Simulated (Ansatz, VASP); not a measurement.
One calculation of InAs, two programs

```
CELL_PARAMETERS angstrom
0.00000 3.06321 3.06321
3.06321 0.00000 3.06321
3.06321 3.06321 0.00000
ATOMIC_POSITIONS crystal
In 0.00000 0.00000 0.00000
As 0.25000 0.25000 0.25000
```

Alike in both runs: task single point; functional PBE; k mesh 6 × 6 × 6; occupations fermi-dirac, width 0.02 eV; no spin polarisation.

```csv
,VASP,Ansatz
version,VASP 6.6.1,Ansatz 0.2.0
potentials or method,"VASP PAW PBE potentials, release 64 (In_d, As)","plane waves, PAW"
plane-wave cutoff (eV),520,420
valence electrons in the cell,18,28
```

VASP gave:

```
pressure (GPa) : 1.7
```

Q: What did Ansatz give for the same quantities?

A: Pressure (GPa): 1.6.

The functional is the same, so the differences come from potentials, cutoffs and numerics. VASP's potentials hold 18 valence electrons a cell and Ansatz's 28, so a difference there can come from the potentials and not from the codes.
